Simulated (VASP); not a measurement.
A run of VASP 6.6.1:

The input INCAR:

```
PREC = Accurate ; ENCUT = 500
EDIFF = 1E-6 ; ISMEAR = 0
SIGMA = 0.1 ; LREAL = False
LASPH = True ; NELM = 120
ALGO = Normal ; ISIF = 2
LWAVE = False ; LCHARG = False
GGA = PE ; NBANDS = 11
GGA_COMPAT = False
```

KPOINTS

```
regular mesh
0
Gamma
  6 6 6
```

POSCAR

```
BAs
1.0
    0.0000000000      2.5005741623      2.5005741623
    2.5005741623      0.0000000000      2.5005741623
    2.5005741623      2.5005741623      0.0000000000
B As
1 1
Direct
    0.5000000000      0.5000000000      0.5000000000
    0.0000000000      0.0000000000      0.0000000000
```

Potentials or basis: VASP PAW PBE potentials, release 64 (B, As).

The run is started by

```console
$ cat potpaw_PBE.64/B/POTCAR potpaw_PBE.64/As/POTCAR > POTCAR
$ mpirun -np 1 vasp_std > vasp.out
```

Hardware: 1 thread of Intel Xeon 8259CL, on a shared host.

**Question.** How long does it take, and how much memory?

**Answer.** Wall time 11 s on 1 thread of Intel Xeon 8259CL, with other jobs on the host, peak memory 0.15 GiB. Counts: scf iterations 12, k points 16.
